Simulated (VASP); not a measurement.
# AlRu (P4mm) in VASP: further runs, part 2 of 2

VASP 6.6.1. Earlier steps stand in the parts before.

### Step 3. Single point, PBEsol

The input, INCAR:

```
PREC = Accurate ; ENCUT = 520
EDIFF = 1E-6 ; ISMEAR = 0
SIGMA = 0.15 ; LREAL = False
LASPH = True ; NELM = 60
ALGO = Fast ; ISIF = 2
LWAVE = False ; LCHARG = True
GGA = PS ; LELF = True
LVHAR = True ; NBANDS = 16
```

The input, KPOINTS:

```
regular mesh
0
Gamma
  16 16 16
```

The input, POSCAR:

```
AlRu
1.0
    2.9916000000      0.0000000000      0.0000000000
    0.0000000000      2.9916000000      0.0000000000
    0.0000000000      0.0000000000      2.9916000000
Al Ru
1 1
Direct
   -0.0376052948      0.0000000000      0.0000000000
    0.5000000000      0.5000000000      0.5000000000
```

Potentials or basis: VASP PAW PBE potentials, release 64 (Al, Ru_pv).

Launch:

```bash
> cat potpaw_PBE.64/Al/POTCAR potpaw_PBE.64/Ru_pv/POTCAR > POTCAR
> mpirun -np 1 vasp_std > vasp.out
```

OUTCAR:

```text
PREC = Accurate
   ENCUT = 520
   EDIFF = 1E-6
   ISMEAR = 0
   LREAL = False
   LASPH = True
   NELM = 60
   ISIF = 2
   GGA = PS

 ion  position               nearest neighbor table
   1  0.962  0.000  0.000-   2 2.53   2 2.53   2 2.53   2 2.53   2 2.66   2 2.66   2 2.66   2 2.66

   2  0.500  0.500  0.500-   1 2.53   1 2.53   1 2.53   1 2.53   1 2.66   1 2.66   1 2.66   1 2.66

  LATTYP: Found a simple cubic cell.
 ALAT       =     2.9916000000

  Lattice vectors:

[... 645 lines left out ...]
------------------------ aborting loop because EDIFF is reached ----------------------------------------

  FORCE on cell =-STRESS in cart. coord.  units (eV):
  Direction    XX          YY          ZZ          XY          YZ          ZX
  --------------------------------------------------------------------------------------
  -------------------------------------------------------------------------------------
  Total       -0.4701148     -0.3050136     -0.3050136      0.0000000     -0.0000000     -0.0000000
  in kB      -28.1322154    -18.2523694    -18.2523694      0.0000000     -0.0000000     -0.0000000
  external PRESSURE =     -21.5456514 kB  Pullay stress =       0.0000000 kB

 VOLUME and BASIS-vectors are now :
 -----------------------------------------------------------------------------
  energy-cutoff  :      520.00
  volume of cell :       26.77
      direct lattice vectors                 reciprocal lattice vectors
     2.991600000  0.000000000  0.000000000     0.334269287  0.000000000  0.000000000
     0.000000000  2.991600000  0.000000000     0.000000000  0.334269287  0.000000000
     0.000000000  0.000000000  2.991600000     0.000000000  0.000000000  0.334269287

 POSITION                                       TOTAL-FORCE (eV/Angst)
 -----------------------------------------------------------------------------------
      2.87910      0.00000      0.00000         0.860958     -0.000000      0.000000
      1.49580      1.49580      1.49580        -0.860958      0.000000     -0.000000
 -----------------------------------------------------------------------------------
    total drift:                                0.000455     -0.000000      0.000000

  FREE ENERGIE OF THE ION-ELECTRON SYSTEM (eV)
  ---------------------------------------------------
  free  energy   TOTEN  =       -15.4746966299 eV

  energy  without entropy=      -15.4555273073  energy(sigma->0) =      -15.46511197
```

OSZICAR:

```text
N       E                     dE             d eps       ncg     rms          rms(c)
DAV:   1     0.115051266583E+03    0.11505E+03   -0.90680E+03 13208   0.982E+02
DAV:   2    -0.143624573077E+02   -0.12941E+03   -0.12328E+03 15400   0.293E+02
DAV:   3    -0.162516957090E+02   -0.18892E+01   -0.18839E+01 16504   0.369E+01
DAV:   4    -0.162653018156E+02   -0.13606E-01   -0.13586E-01 16544   0.329E+00
DAV:   5    -0.162654926080E+02   -0.19079E-03   -0.19061E-03 15616   0.375E-01    0.132E+01
RMM:   6    -0.155763477869E+02    0.68914E+00   -0.23197E+00 13358   0.118E+01    0.240E+00
RMM:   7    -0.154934419522E+02    0.82906E-01   -0.14539E-01 13746   0.309E+00    0.201E+00
RMM:   8    -0.154750543233E+02    0.18388E-01   -0.18383E-02 14329   0.953E-01    0.207E-01
RMM:   9    -0.154747113508E+02    0.34297E-03   -0.14502E-03 14904   0.313E-01    0.130E-01
RMM:  10    -0.154746955244E+02    0.15826E-04   -0.21440E-04 15714   0.133E-01    0.458E-02
RMM:  11    -0.154746981703E+02   -0.26459E-05   -0.60399E-05 15549   0.677E-02    0.222E-02
RMM:  12    -0.154746962092E+02    0.19610E-05   -0.15698E-05 15974   0.334E-02    0.176E-02
RMM:  13    -0.154746966299E+02   -0.42071E-06   -0.31590E-06 12954   0.152E-02
   1 F= -.15474697E+02 E0= -.15465112E+02  d E =-.191693E-01
```

stdout:

```text
POSCAR found type information on POSCAR AlRu
 POSCAR found :  2 types and       2 ions
 scaLAPACK will be used
 -----------------------------------------------------------------------------
|                                                                             |
|                                                                             |
|     You enforced a specific xc type in the INCAR file but a different       |
|     I HOPE YOU KNOW WHAT YOU ARE DOING!                                     |
|                                                                             |
 -----------------------------------------------------------------------------

 LDA part: xc-table for (Slater+PW92), standard interpolation
 POSCAR, INCAR and KPOINTS ok, starting setup
 FFT: planning ... GRIDC
 FFT: planning ... GRID_SOFT
 FFT: planning ... GRID
 WAVECAR not read
 entering main loop
WARNING in EDDRMM: call to ZHEGV failed, returncode =   6  3     15
WARNING in EDDRMM: call to ZHEGV failed, returncode =   8  4     15
```

It took 2.6 min on 1 thread of Intel Xeon 8259CL, shared host; peak memory 0.28 GiB.

What came out:

* Free energy: -15.4747 eV
* Pressure: -2.2 GPa
* Largest force: 0.861 eV/Å
* Band gap on the k mesh: zero (an odd number of electrons rules out a gap without spin polarisation)

Forces in eV/Å, atoms in the order of the input:
```
Al   0.861  0.000  0.000
Ru  -0.861  0.000  0.000
```

Caveat: the cell differs from its parent crystal (all Al atoms moved +0.113 Å, as atom 1 towards its neighbour atom 1 (Al) at 2.992 Å); the PAW data sets were made with another functional, which shifts forces and pressure a little.

### Step 4. Single point, PBEsol

The input, INCAR:

```
ALGO = Fast
EDIFF = 1E-6
ENCUT = 520
GGA = PS
ISIF = 2
ISMEAR = 0
LASPH = True
LCHARG = False
LREAL = False
LWAVE = False
NBANDS = 16
NELM = 100
PREC = Accurate
SIGMA = 0.15
```

The input, KPOINTS:

```
k-points
0
Gamma
  16 16 16
```

POSCAR: that of step 3 with these lines changed.

```diff
@@ -8,3 +8,3 @@
 Direct
-   -0.0376052948      0.0000000000      0.0000000000
+   -0.0125350983      0.0000000000      0.0000000000
     0.5000000000      0.5000000000      0.5000000000
```

Potentials or basis: VASP PAW PBE potentials, release 64 (Al, Ru_pv).

Launch:

```bash
> cat potpaw_PBE.64/Al/POTCAR potpaw_PBE.64/Ru_pv/POTCAR > POTCAR
> mpirun -np 1 vasp_std > vasp.out
```

OUTCAR:

```text
EDIFF = 1E-6
   ENCUT = 520
   GGA = PS
   ISIF = 2
   ISMEAR = 0
   LASPH = True
   LREAL = False
   NELM = 100
   PREC = Accurate

 ion  position               nearest neighbor table
   1  0.987  0.000  0.000-   2 2.57   2 2.57   2 2.57   2 2.57   2 2.61   2 2.61   2 2.61   2 2.61

   2  0.500  0.500  0.500-   1 2.57   1 2.57   1 2.57   1 2.57   1 2.61   1 2.61   1 2.61   1 2.61

  LATTYP: Found a simple cubic cell.
 ALAT       =     2.9916000000

  Lattice vectors:

 A1 = (   2.9916000000,   0.0000000000,   0.0000000000)
 A2 = (   0.0000000000,   2.9916000000,   0.0000000000)
 A3 = (   0.0000000000,   0.0000000000,   2.9916000000)

Analysis of symmetry for initial positions (statically):
=====================================================================
 Subroutine PRICEL returns:
 Original cell was already a primitive cell.

 Routine SETGRP: Setting up the symmetry group for a
 simple cubic supercell.

 Subroutine GETGRP returns: Found  8 space group operations
 (whereof  8 operations were pure point group operations)
 out of a pool of 48 trial point group operations.

The static configuration has the point symmetry C_4v.
[... 162 lines left out ...]

 E-fermi :  10.6142     XC(G=0): -12.6865

 val. band max:       10.6100865833   @ k =   0.0000   0.2500   0.1250
 cond. band min:      10.6181615976   @ k =   0.3750   0.1250   0.0625
 fundamental gap:      0.0080750143
 Fermi energy:        10.6142265680

 k-point     1 :       0.0000    0.0000    0.0000
  band No.  band energies     occupation
      1     -31.1128      2.00000
      2     -31.1128      2.00000
      3     -31.1126      2.00000
      4       0.9137      2.00000
      5       7.0034      2.00000
      6       7.0045      2.00000
[... 433 lines left out ...]
      3     -31.1064      2.00000
      4       1.6471      2.00000
      5       7.1808      2.00000
      6       7.2543      2.00000
[... 8 lines left out ...]
     15      23.1984      0.00000
     16      27.8060      0.00000

 [... further k-points ...]

------------------------ aborting loop because EDIFF is reached ----------------------------------------

  FORCE on cell =-STRESS in cart. coord.  units (eV):
  Direction    XX          YY          ZZ          XY          YZ          ZX
  --------------------------------------------------------------------------------------
  -------------------------------------------------------------------------------------
  Total       -0.5418728     -0.5235175     -0.5235175      0.0000000      0.0000000      0.0000000
  in kB      -32.4262963    -31.3278961    -31.3278961      0.0000000      0.0000000      0.0000000
  external PRESSURE =     -31.6940295 kB  Pullay stress =       0.0000000 kB

 VOLUME and BASIS-vectors are now :
 -----------------------------------------------------------------------------
  energy-cutoff  :      520.00
  volume of cell :       26.77
      direct lattice vectors                 reciprocal lattice vectors
     2.991600000  0.000000000  0.000000000     0.334269287  0.000000000  0.000000000
     0.000000000  2.991600000  0.000000000     0.000000000  0.334269287  0.000000000
     0.000000000  0.000000000  2.991600000     0.000000000  0.000000000  0.334269287

 POSITION                                       TOTAL-FORCE (eV/Angst)
 -----------------------------------------------------------------------------------
      2.95410      0.00000      0.00000         0.287770      0.000000     -0.000000
      1.49580      1.49580      1.49580        -0.287770     -0.000000      0.000000
 -----------------------------------------------------------------------------------
    total drift:                                0.000431     -0.000000     -0.000000

  FREE ENERGIE OF THE ION-ELECTRON SYSTEM (eV)
  ---------------------------------------------------
  free  energy   TOTEN  =       -15.5178079307 eV

  energy  without entropy=      -15.4987217120  energy(sigma->0) =      -15.50826482
```

stdout:

```text
POSCAR found type information on POSCAR AlRu
 POSCAR found :  2 types and       2 ions
 scaLAPACK will be used
 -----------------------------------------------------------------------------
|                                                                             |
|                                                                             |
|     You enforced a specific xc type in the INCAR file but a different       |
|     I HOPE YOU KNOW WHAT YOU ARE DOING!                                     |
|                                                                             |
 -----------------------------------------------------------------------------

 LDA part: xc-table for (Slater+PW92), standard interpolation
 POSCAR, INCAR and KPOINTS ok, starting setup
 FFT: planning ... GRIDC
 FFT: planning ... GRID_SOFT
 FFT: planning ... GRID
 WAVECAR not read
 entering main loop
```

Run time: 2.6 min. Hardware: 1 thread of Intel Xeon 8259CL, shared host; peak memory 0.28 GiB.

Results:

- Free energy: -15.5178 eV
- Pressure: -3.2 GPa
- Largest force: 0.288 eV/Å
- Band gap on the k mesh: zero (an odd number of electrons rules out a gap without spin polarisation)

Forces on the atoms (eV/Å):
```
Al   0.288  0.000  0.000
Ru  -0.288  0.000  0.000
```

Stress tensor (GPa, compression positive):
```
-3.24  0.00  0.00
 0.00 -3.13  0.00
 0.00  0.00 -3.13
```

Levels at points of the mesh, in eV from the Fermi level:
| k point | band 7 | band 8 | band 9 | band 10 | band 11 | band 12 |
| --- | --- | --- | --- | --- | --- | --- |
| (0.00, 0.00, 0.00) | 0.17 | 0.17 | 0.17 | 6.06 | 6.06 | 6.06 |
| (0.50, 0.00, 0.00) | -1.61 | -1.61 | 0.43 | 2.27 | 7.44 | 10.98 |
| (0.00, 0.50, 0.00) | -1.62 | -1.61 | 0.43 | 2.26 | 7.43 | 10.99 |
| (0.50, 0.50, 0.00) | -1.38 | -1.18 | -1.18 | 1.51 | 5.26 | 6.26 |
| (0.00, 0.50, 0.50) | -1.41 | -1.15 | -1.15 | 1.51 | 5.25 | 6.26 |
| (0.50, 0.50, 0.50) | 1.60 | 1.60 | 2.58 | 4.08 | 4.08 | 4.08 |

Caveat: the cell differs from its parent crystal (all Al atoms moved +0.037 Å, as atom 1 towards its neighbour atom 1 (Al) at 2.992 Å); the cell stands under tension; the PAW data sets were made with another functional, which shifts forces and pressure a little.

### Step 5. Overview

```csv
cell,gap on the mesh (eV),pressure (GPa),largest force (eV/Å)
"as given, atomic positions A",none,-2.7,0.57
"as given, atomic positions B",none,-2.2,0.86
"as given, atomic positions C",none,-3.2,0.29
```

Alike in all rows: task single point; level PBEsol; potentials or basis VASP PAW PBE potentials, release 64 (Al, Ru_pv); no spin polarisation; k mesh 16 × 16 × 16; cutoff (eV) 520; smearing gaussian 0.15 eV.

Caveats: the PAW data sets were made with another functional, which shifts forces and pressure a little; the cell stands under tension (at least some runs).

Total energies depend on the potentials used, so only differences within one code and one set of settings carry meaning.
